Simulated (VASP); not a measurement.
# B (P6/mmm) in VASP: notebook, part 2 of 2

VASP 6.6.1. The steps go on from the part before.

**3. Relaxation of cell and atoms, PBE**

This run uses another cell than the first one, of 16.24 Å³/atom, 1.891 times its volume.

INCAR reads:

```
PREC = Accurate
ENCUT = 910
EDIFF = 1E-7
ISMEAR = 0
SIGMA = 0.1
LREAL = F
LASPH = T
NELM = 120
ALGO = Normal
ISIF = 3
LWAVE = F
LCHARG = F
GGA = PE
IBRION = 2
NSW = 90
EDIFFG = -0.04
GGA_COMPAT = F
NELMIN = 4
```

KPOINTS reads:

```
regular mesh
0
Gamma
  6 6 4
```

POSCAR reads:

```
B
1.0
    2.7708101000      0.0000000000      0.0000000000
   -1.3854050500      2.3995919300      0.0000000000
    0.0000000000      0.0000000000      4.8839635100
B
2
Direct
    0.0000000000      0.0000000000      0.1690153100
    0.0000000000      0.0000000000      0.8309846900
```

Potentials or basis: VASP PAW PBE potentials, release 64 (B_h).

Started as:

```bash
$ cat potpaw_PBE.64/B_h/POTCAR > POTCAR
$ mpirun -np 1 vasp_std > vasp.out
```

OUTCAR:

```text
PREC = Accurate
   ENCUT = 910
   EDIFF = 1E-7
   ISMEAR = 0
   LREAL = F
   LASPH = T
   NELM = 120
   ISIF = 3
   GGA = PE
   IBRION = 2
   NSW = 90
   EDIFFG = -0.04
   NELMIN = 4

 ion  position               nearest neighbor table
   1  0.000  0.000  0.169-
   2  0.000  0.000  0.831-

  LATTYP: Found a hexagonal cell.
 ALAT       =     2.7708101000
 C/A-ratio  =     1.7626482270

  Lattice vectors:

 A1 = (   2.7708101000,   0.0000000000,   0.0000000000)
 A2 = (  -1.3854050500,   2.3995919300,   0.0000000000)
 A3 = (   0.0000000000,   0.0000000000,   4.8839635100)

Analysis of symmetry for initial positions (statically):
=====================================================================
 Subroutine PRICEL returns:
 Original cell was already a primitive cell.

 Routine SETGRP: Setting up the symmetry group for a
 hexagonal supercell.

 Subroutine GETGRP returns: Found 24 space group operations
 (whereof 24 operations were pure point group operations)
[... 154 lines left out ...]
 number of electron       6.0000000 magnetization

 Free energy of the ion-electron system (eV)
  ---------------------------------------------------
  ext. energy  EPLUGINS =         0.00000000
  ---------------------------------------------------
  free energy    TOTEN  =        -7.57332204 eV

  energy without entropy =       -7.56893753  energy(sigma->0) =       -7.57112978

------------------------ aborting loop because EDIFF is reached ----------------------------------------

  FORCE on cell =-STRESS in cart. coord.  units (eV):
  Direction    XX          YY          ZZ          XY          YZ          ZX
  --------------------------------------------------------------------------------------
  -------------------------------------------------------------------------------------
  Total       -4.7312180     -4.7312180     -0.6363421      0.0000000      0.0000000      0.0000000
  in kB     -233.4355413   -233.4355402    -31.3967480      0.0000000      0.0000000      0.0000000
  external PRESSURE =    -166.0892765 kB  Pullay stress =       0.0000000 kB
[... 519 lines left out ...]
 k-point    21 :       0.3333    0.3333    0.5000
  band No.  band energies     occupation
      1      22.0364      2.00000
      2      22.0364      2.00000
      3      24.0777      2.00000
      4      24.0777      2.00000
      5      47.4958      0.00000
      6      56.6659      0.00000
      7      60.4308      0.00000

[... ionic steps 4 to 20 ...]

--------------------------------------- Ionic step       21  -------------------------------------------

 number of electron       6.0000000 magnetization

------------------------ aborting loop because EDIFF is reached ----------------------------------------
[... 67 lines left out ...]
--------------------------------------- Ionic step       23  -------------------------------------------

 number of electron       6.0000000 magnetization

 Free energy of the ion-electron system (eV)
  ---------------------------------------------------
  ext. energy  EPLUGINS =         0.00000000
  ---------------------------------------------------
  free energy    TOTEN  =       -11.57509355 eV

  energy without entropy =      -11.56917139  energy(sigma->0) =      -11.57213247

 E-fermi :   6.8456     XC(G=0): -10.6205

 val. band max:        6.8113231989   @ k =   0.3333   0.3333   0.5000
 cond. band min:       6.8455671824   @ k =   0.3333   0.3333   0.2500
 fundamental gap:      0.0342439836
 Fermi energy:         6.8455620971
[... 237 lines left out ...]
  FREE ENERGIE OF THE ION-ELECTRON SYSTEM (eV)
  ---------------------------------------------------
  free  energy   TOTEN  =       -11.5750935485 eV

  energy  without entropy=      -11.5691713908  energy(sigma->0) =      -11.57213247

 reached required accuracy - stopping structural energy minimisation
```

OSZICAR:

```text
N       E                     dE             d eps       ncg     rms          rms(c)
DAV:   1     0.121537617094E+01    0.12154E+01   -0.30609E+03   294   0.102E+03
DAV:   2    -0.766943235050E+01   -0.88848E+01   -0.88293E+01   539   0.705E+01
DAV:   3    -0.789463855531E+01   -0.22521E+00   -0.22480E+00   315   0.122E+01
[... 210 lines left out ...]
DAV:   3    -0.115751385624E+02    0.16559E-02   -0.64061E-03   294   0.520E-01    0.442E-02
DAV:   4    -0.115750822963E+02    0.56266E-04   -0.50372E-04   329   0.202E-01    0.101E-02
DAV:   5    -0.115750907695E+02   -0.84732E-05   -0.12286E-05   308   0.340E-02    0.515E-03
DAV:   6    -0.115750934688E+02   -0.26993E-05   -0.41444E-06   350   0.158E-02    0.760E-04
DAV:   7    -0.115750935485E+02   -0.79751E-07   -0.73154E-08   280   0.218E-03
  23 F= -.11575094E+02 E0= -.11572132E+02  d E =-.341539E-02
```

It took 2.2 min on 1 thread of Intel Xeon Platinum 8488C (Sapphire Rapids), shared host; peak memory 0.17 GiB.

What came out:

```
Free energy                            : -11.5751 eV
Relaxed volume                         : 8.44 Å³/atom
Relaxed cell                           : a = 1.874 Å, b = 1.874 Å, c = 5.552 Å, α = 90.00°, β = 90.00°, γ = 120.00°
Space group after relaxing (to 0.05 Å) : P6/mmm (No. 191)
Energy gained by relaxing              : 2000.9 meV/atom
Ionic steps                            : 23
Pressure after relaxing                : 0.3 GPa
Largest force after relaxing           : 0.018 eV/Å
Band gap on the k mesh                 : zero (band 3 reaches 6.88 eV, above the bottom of band 4 at 6.81 eV)
```

Forces on the atoms (eV/Å):
```
B    0.000  0.000 -0.018
B    0.000  0.000  0.018
```

Stress tensor (GPa, compression positive):
```
 0.47  0.00  0.00
 0.00  0.47  0.00
 0.00  0.00 -0.06
```

The path:
```
step  energy change (eV)  largest force (eV/Å)  pressure (GPa)  volume (Å³)
   1              0.0000                0.3329          -16.61        32.47
   2             -1.4022                0.8821          -25.28        25.09
   3             -3.7319                0.4548          -10.57        16.28
   4             34.3685               11.7367         2572.65         4.62
   5             -3.7856                0.4993           -6.37        15.88
   6             -3.8596                0.7578            7.16        14.68
   7             -3.8631                1.0923           10.09        14.40
   8             -3.8633                0.5150            9.59        14.21
   9             -3.9347                0.1163            4.75        14.34
  10             -3.9351                0.1106            4.72        14.34
  11             -3.8993                0.0692            5.57        14.28
  12             -3.9290                0.4536            5.29        14.32
  13             -3.9350                0.1509            4.71        14.33
  14             -3.9447                0.3101           -1.86        14.88
  15             -3.9448                0.3362           -2.35        14.92
  16             -3.9543                0.3774           -1.71        15.07
  17             -3.9840                0.4103            0.58        15.51
  18             -3.9557                1.2837            5.72        16.39
  19             -3.9936                0.1321            2.18        15.79
  20             -3.9982                0.0673           -0.78        16.28
  21             -3.9984                0.1143           -1.46        16.41
  22             -4.0009                0.0650           -0.49        16.67
  23             -4.0018                0.0185            0.29        16.88
```

Final structure:
```yaml
crystal:
  lattice:
    - [1.87365, 0.00000, 0.00000]
    - [-0.93683, 1.62263, 0.00000]
    - [0.00000, 0.00000, 5.55154]
  atoms:
    - { symbol: B, position: [0.00000, 0.00000, 0.15779] }
    - { symbol: B, position: [0.00000, 0.00000, 0.84221] }
```

Levels at points of the mesh, in eV from the Fermi level:
| k point | band 1 | band 2 | band 3 | band 4 | band 5 | band 6 | band 7 |
| --- | --- | --- | --- | --- | --- | --- | --- |
| (0.00, 0.00, 0.00) | -16.86 | -11.85 | -7.50 | 4.00 | 5.96 | 19.22 | 21.30 |
| (0.50, 0.00, 0.00) | -7.98 | -4.41 | -3.03 | 2.46 | 3.30 | 10.30 | 14.79 |
| (0.00, 0.00, 0.50) | -16.81 | -12.22 | -6.51 | 0.60 | 11.44 | 16.89 | 19.23 |
| (0.50, 0.00, 0.50) | -7.95 | -4.48 | -3.01 | 1.98 | 3.93 | 12.08 | 13.63 |

Caveat: the k points lie up to 0.65 Å⁻¹ apart in the final cell; the volume moved by over 15 % at a fixed basis, so the end points are rough; this functional lacks dispersion, which binds the layers, so the pressure and a relaxed spacing across them are unreliable.
